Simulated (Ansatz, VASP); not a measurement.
**SrVO3 in VASP and in Ansatz**

```
CELL_PARAMETERS angstrom
3.84090 0.00000 0.00000
0.00000 3.84090 0.00000
0.00000 0.00000 3.84090
ATOMIC_POSITIONS crystal
Sr 0.50000 0.50000 0.50000
V 0.00000 0.00000 0.00000
O 0.00000 0.00000 0.50000
O 0.00000 0.50000 0.00000
O 0.50000 0.00000 0.00000
```

Alike in both runs: task relaxation of cell and atoms; functional BLYP; k mesh 7 × 7 × 7; occupations fermi-dirac, width 0.05 eV; collinear spin.

|  | VASP | Ansatz |
| --- | --- | --- |
| version | VASP 6.6.1 | Ansatz 0.2.0 |
| potentials or method | VASP PAW PBE potentials, release 64 (Sr_sv, V_sv, O) | Ansatz PAW |
| plane-wave cutoff (eV) | 600 | 420 |
| valence electrons in the cell | 41 | 41 |

VASP gave:

```
net moment per atom (μB)                                     : 0.00
relaxed volume (Å³/atom)                                     : 11.90
relaxed cell length with the largest relative difference (Å) : 3.904
```

Problem. What did Ansatz give for the same quantities?

Solution. net moment per atom (μB): 0.00; relaxed volume (Å³/atom): 11.85; relaxed cell length with the largest relative difference (Å): 3.898.

VASP's potentials were made for PBE, not for BLYP.

Noted on Ansatz's run: the plane-wave basis is chosen anew once the cell has moved, so the energies of steps on either side of that aren't comparable.
